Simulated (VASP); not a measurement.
# Ta (I4/mmm) in VASP: relaxation of cell and atoms with PBE

Aim: the relaxation of cell and atoms of Ta with PBE.

All numbers are computed with VASP 6.6.1; they aren't measurements. Logs are shortened: lines on timing, memory, paths and dates and some standing lists are left out, and cuts for length are marked.

### 1 The cell of the first run

The structure is tetragonal, space group I4/mmm (No. 139). The conventional cell has a = 2.935 Å, b = 2.935 Å, c = 4.466 Å, α = 90.00°, β = 90.00°, γ = 90.00°. Within 3.9 Å of Ta (site symmetry 4/mmm) lie 12 Ta at 2.94 to 3.05 Å.

### 2 Relaxation of cell and atoms, PBE

Contents of INCAR:

```
ALGO = Fast ; EDIFF = 1E-7
EDIFFG = -0.01 ; ENCUT = 600
GGA = PE ; IBRION = 2
ISIF = 3 ; ISMEAR = 0
LASPH = T ; LCHARG = F
LREAL = F ; LWAVE = F
NELM = 100 ; NSW = 100
PREC = Accurate ; SIGMA = 0.1
```

Contents of KPOINTS:

```
k-points
0
Gamma
  26 26 26
```

Contents of POSCAR:

```
Ta
1.0
   -1.4676319029      1.4676319029      2.2327878402
    1.4676319029     -1.4676319029      2.2327878402
    1.4676319029      1.4676319029     -2.2327878402
Ta
1
Direct
    0.0000000000      0.0000000000      0.0000000000
```

Potentials or basis: VASP PAW PBE potentials, release 64 (Ta_pv).

Started as:

```bash
cat potpaw_PBE.64/Ta_pv/POTCAR > POTCAR
mpirun -np 1 vasp_std > vasp.out
```

OUTCAR:

```text
EDIFF = 1E-7
   EDIFFG = -0.01
   ENCUT = 600
   GGA = PE
   IBRION = 2
   ISIF = 3
   ISMEAR = 0
   LASPH = T
   LREAL = F
   NELM = 100
   NSW = 100
   PREC = Accurate

 ion  position               nearest neighbor table
   1  0.000  0.000  0.000-

  LATTYP: Found a body centered tetragonal cell.
 ALAT       =     2.9352638058
 C/A-ratio  =     1.5213541187

  Lattice vectors:

 A1 = (  -1.4676319029,   1.4676319029,   2.2327878402)
 A2 = (   1.4676319029,  -1.4676319029,   2.2327878402)
 A3 = (   1.4676319029,   1.4676319029,  -2.2327878402)

Analysis of symmetry for initial positions (statically):
=====================================================================
 Subroutine PRICEL returns:
 Original cell was already a primitive cell.

 Routine SETGRP: Setting up the symmetry group for a
 body centered tetragonal supercell.

 Subroutine GETGRP returns: Found 16 space group operations
 (whereof 16 operations were pure point group operations)
 out of a pool of 16 trial point group operations.

The static configuration has the point symmetry D_4h.

Analysis of symmetry for dynamics (positions and initial velocities):
=====================================================================
 Subroutine PRICEL returns:
 Original cell was already a primitive cell.

 Routine SETGRP: Setting up the symmetry group for a
 body centered tetragonal supercell.

 Subroutine GETGRP returns: Found 16 space group operations
 (whereof 16 operations were pure point group operations)
 out of a pool of 16 trial point group operations.

The dynamic configuration has the point symmetry D_4h.

 Subroutine INISYM returns: Found 16 space group operations
 (whereof 16 operations are pure point group operations),
 and found     1 'primitive' translations

----------------------------------------------------------------------------------------

                                     Primitive cell

  volume of cell :      19.2372

  direct lattice vectors                    reciprocal lattice vectors
    -1.467631903  1.467631903  2.232787840     0.000000000  0.340684881  0.223935293
     1.467631903 -1.467631903  2.232787840     0.340684881  0.000000000  0.223935293
     1.467631903  1.467631903 -2.232787840     0.340684881  0.340684881  0.000000000

  length of vectors
     3.048479678  3.048479678  3.048479678     0.407692536  0.407692536  0.481801179

  position of ions in fractional coordinates (direct lattice)
     0.000000000  0.000000000  0.000000000

  ion indices of the primitive-cell ions
   primitive index   ion index
                 1           1

----------------------------------------------------------------------------------------

 KPOINTS: k-points

Automatic generation of k-mesh.
 Grid dimensions read from file:
 generate k-points for:   26   26   26

 Generating k-lattice:

  Cartesian coordinates                     Fractional coordinates (reciprocal lattice)
     0.000000000  0.013103265  0.008612896     0.038461538 -0.000000000  0.000000000
     0.013103265  0.000000000  0.008612896    -0.000000000  0.038461538  0.000000000
     0.013103265  0.013103265  0.000000000     0.000000000  0.000000000  0.038461538

  Length of vectors
     0.015680482  0.015680482  0.018530815

  Shift w.r.t. Gamma in fractional coordinates (k-lattice)
     0.000000000  0.000000000  0.000000000

 Subroutine IBZKPT returns following result:
 ===========================================

 Found   1330 irreducible k-points:

 Following reciprocal coordinates:
            Coordinates               Weight
  0.000000  0.000000  0.000000      1.000000
  0.038462  0.000000  0.000000      8.000000
  0.076923  0.000000  0.000000      8.000000
  0.115385  0.000000  0.000000      8.000000
  0.153846 -0.000000  0.000000      8.000000
  0.192308 -0.000000  0.000000      8.000000
[... 16 lines left out ...]
  0.346154  0.038462  0.000000     16.000000
  0.384615  0.038462  0.000000     16.000000
 [... further k-points ...]
   k-points           NKPTS =   1330   k-points in BZ     NKDIM =   1330   number of bands    NBANDS=      9
   number of dos      NEDOS =    301   number of ions     NIONS =      1
   total plane-waves  NPLWV =  13824
   dimension x,y,z NGX =    24 NGY =   24 NGZ =   24
   dimension x,y,z NGXF=    48 NGYF=   48 NGZF=   48
   ions per type =               1
   NGX,Y,Z   is equivalent  to a cutoff of  13.09, 13.09, 13.09 a.u.
   NGXF,Y,Z  is equivalent  to a cutoff of  26.18, 26.18, 26.18 a.u.
 SYSTEM =  unknown system
   PREC   = accura    normal or accurate (medium, high low for compatibility)
   ISTART =      0    job   : 0-new  1-cont  2-samecut
   ICHARG =      2    charge: 1-file 2-atom 10-const
   ISPIN  =      1    spin polarized calculation?
   LNONCOLLINEAR =      F non collinear calculations
   LSORBIT =      F    spin-orbit coupling
   LASPH  =      T    aspherical Exc in radial PAW
   ENCUT  =  600.0 eV  44.10 Ry    6.64 a.u.   6.09  6.09  6.09*2*pi/ulx,y,z
   NELM   =    100;   NELMIN=  2; NELMDL= -5     # of ELM steps
   EDIFF  = 0.1E-06   stopping-criterion for ELM
   LREAL  =      F    real-space projection
   EDIFFG = -.1E-01   stopping-criterion for IOM
   NSW    =    100    number of steps for IOM
   IBRION =      2    ionic relax: 0-MD 1-quasi-New 2-CG
   NFREE  =      1    steps in history (QN), initial steepest desc. (CG)
   ISIF   =      3    stress and relaxation
   ISYM   =      2    0-nonsym 1-usesym 2-fastsym
   POTIM  = 0.5000    time-step for ionic-motion
   TEBEG  =    0.0;   TEEND  =   0.0 temperature during run
   PSTRESS=    0.0 pullay stress
   NELECT =      11.0000    total number of electrons
   NUPDOWN=      -1.0000    fix difference up-down
   EMIN   =  10.00;   EMAX   =-10.00  energy-range for DOS
   EFERMI =   0.00;   METHOD = LEGACY
   ISMEAR =     0;   SIGMA  =   0.10  broadening in eV -4-tet -1-fermi 0-gaus
   EFERMI_NEDOS =   21; number of points for ismear=-14 and -15
   IALGO  =     68    algorithm
   IMIX   =      4    mixing-type and parameters
     AMIX     =   0.40;   BMIX     =  1.00
     AMIX_MAG =   1.60;   BMIX_MAG =  1.00
  volume/ion in A,a.u.               =      19.24       129.82
  Fermi-wavevector in a.u.,A,eV,Ry     =   1.358809  2.567777 25.121286  1.846362
  Thomas-Fermi vector in A             =   2.485611
   LORBIT       =      0    0 simple, 1 ext, 2 COOP (PROOUT), +10 PAW based schemes
   GGA     = PE    functional components
   LHFCALC =     F    Hartree Fock is set to
   AEXX    =    0.0000 exact exchange contribution
   IVDW    =     0    specifies the selected vdW correction
   LEPSILON=     F    determine dielectric tensor
   LRPA    =     F    only Hartree local field effects (RPA)
 conjugate gradient relaxation of ions
 non-spin polarized calculation
 RMM-DIIS sequential band-by-band and
 Gauss-broadening in eV      SIGMA  =   0.10
  energy-cutoff  :      600.00
  volume of cell :       19.24
 maximum number of plane-waves:       660
   NGX = 13   NGY = 13   NGZ = 13

--------------------------------------- Ionic step        1  -------------------------------------------

 number of electron      11.0000001 magnetization

 Free energy of the ion-electron system (eV)
  ---------------------------------------------------
  ext. energy  EPLUGINS =         0.00000000
  ---------------------------------------------------
  free energy    TOTEN  =       -11.59186541 eV

  energy without entropy =      -11.58470236  energy(sigma->0) =      -11.58828388

------------------------ aborting loop because EDIFF is reached ----------------------------------------

  FORCE on cell =-STRESS in cart. coord.  units (eV):
  Direction    XX          YY          ZZ          XY          YZ          ZX
  --------------------------------------------------------------------------------------
  -------------------------------------------------------------------------------------
  Total       -0.8171887     -0.8171887     -0.0436848      0.0000000      0.0000000      0.0000000
  in kB      -68.0598862    -68.0598862     -3.6383082      0.0000000      0.0000000      0.0000000
  external PRESSURE =     -46.5860269 kB  Pullay stress =       0.0000000 kB
[... 265 lines left out ...]
  energy  without entropy=      -11.6438712019  energy(sigma->0) =      -11.64718618

--------------------------------------- Ionic step        9  -------------------------------------------

 number of electron      11.0000000 magnetization

 Free energy of the ion-electron system (eV)
  ---------------------------------------------------
  ext. energy  EPLUGINS =         0.00000000
  ---------------------------------------------------
  free energy    TOTEN  =       -11.65054091 eV

  energy without entropy =      -11.64387364  energy(sigma->0) =      -11.64720727

 E-fermi :   5.4454     XC(G=0): -12.4393

 val. band max:        5.4446031363   @ k =  -0.1154   0.1923   0.0769
 cond. band min:       5.4454919537   @ k =   0.1923   0.1538   0.0769
 fundamental gap:      0.0008888174
 Fermi energy:         5.4454434867

 k-point     1 :       0.0000    0.0000    0.0000
  band No.  band energies     occupation
      1     -28.0739      2.00000
      2     -27.8899      2.00000
      3     -27.8899      2.00000
      4      -2.5514      2.00000
      5       4.5284      2.00000
      6       6.8720      0.00000
      7       7.1746      0.00000
      8       7.1746      0.00000
      9      10.8309      0.00000
[... 265 lines left out ...]
 k-point    24 :       0.3846    0.0385    0.0000
  band No.  band energies     occupation
      1     -28.9570      2.00000
      2     -28.2441      2.00000
      3     -27.9121      2.00000
      4       0.9042      2.00000
      5       4.7085      2.00000
      6       5.7310      0.00005
      7       7.3369      0.00000
      8      10.4995      0.00000
      9      10.9006      0.00000

 [... further k-points ...]

------------------------ aborting loop because EDIFF is reached ----------------------------------------

  FORCE on cell =-STRESS in cart. coord.  units (eV):
  Direction    XX          YY          ZZ          XY          YZ          ZX
  --------------------------------------------------------------------------------------
  -------------------------------------------------------------------------------------
  Total        0.0046393      0.0046393     -0.0026459      0.0000000      0.0000000      0.0000000
  in kB        0.3993345      0.3993345     -0.2277524      0.0000000      0.0000000      0.0000000
  external PRESSURE =       0.1903055 kB  Pullay stress =       0.0000000 kB
[... 16 lines left out ...]
  FREE ENERGIE OF THE ION-ELECTRON SYSTEM (eV)
  ---------------------------------------------------
  free  energy   TOTEN  =       -11.6505409060 eV

  energy  without entropy=      -11.6438736409  energy(sigma->0) =      -11.64720727

 reached required accuracy - stopping structural energy minimisation
```

Run time: 23 min. Hardware: 1 thread of Oxide Virtual Turin-like, shared host; peak memory 0.41 GiB.

Results:

```
Free energy                           : -11.6505 eV
Relaxed volume                        : 18.61 Å³/atom
Relaxed cell                          : a = 3.098 Å, b = 3.098 Å, c = 3.098 Å, α = 126.43°, β = 126.43°, γ = 79.19°
Space group after relaxing (to 0.1 Å) : I4/mmm (No. 139)
Energy gained by relaxing             : 58.7 meV/atom
Ionic steps                           : 9
Pressure after relaxing               : 0.0 GPa
Band gap on the k mesh                : zero (an odd number of electrons rules out a gap without spin polarisation)
```

The path:
| step | energy change (eV) | largest force (eV/Å) | pressure (GPa) | volume (Å³) |
| --- | --- | --- | --- | --- |
| 1 | 0.0000 | 0.0000 | -4.66 | 19.24 |
| 2 | 0.0031 | 0.0000 | 11.37 | 17.71 |
| 3 | -0.0163 | 0.0000 | 2.44 | 18.49 |
| 4 | -0.0474 | 0.0000 | 3.54 | 18.32 |
| 5 | -0.0529 | 0.0000 | 4.45 | 18.20 |
| 6 | -0.0353 | 0.0000 | -7.70 | 19.45 |
| 7 | -0.0586 | 0.0000 | 0.03 | 18.61 |
| 8 | -0.0586 | 0.0000 | 0.11 | 18.60 |
| 9 | -0.0587 | 0.0000 | 0.02 | 18.61 |

Final structure:
```
Ta
1.0
    -1.39613    1.39613    2.38731
     1.39613   -1.39613    2.38731
     1.39613    1.39613   -2.38731
Ta
1
Direct
  0.00000 0.00000 0.00000
```

Levels at points of the mesh, in eV from the Fermi level:
```
           k point  band 4  band 5  band 6  band 7  band 8  band 9
(0.00, 0.00, 0.00)   -8.00   -0.92    1.43    1.73    1.73    5.39
(0.50, 0.00, 0.00)   -4.45   -0.78    0.96    1.73    5.47    6.21
(0.50, 0.50, 0.00)   -4.23   -3.09    4.33    4.92    5.11    8.26
(0.50, 0.50, 0.50)   -4.53   -3.02    1.04    6.46    6.49    6.49
```

Caveat: spin-orbit coupling is left out, which moves the levels of the heavy elements.
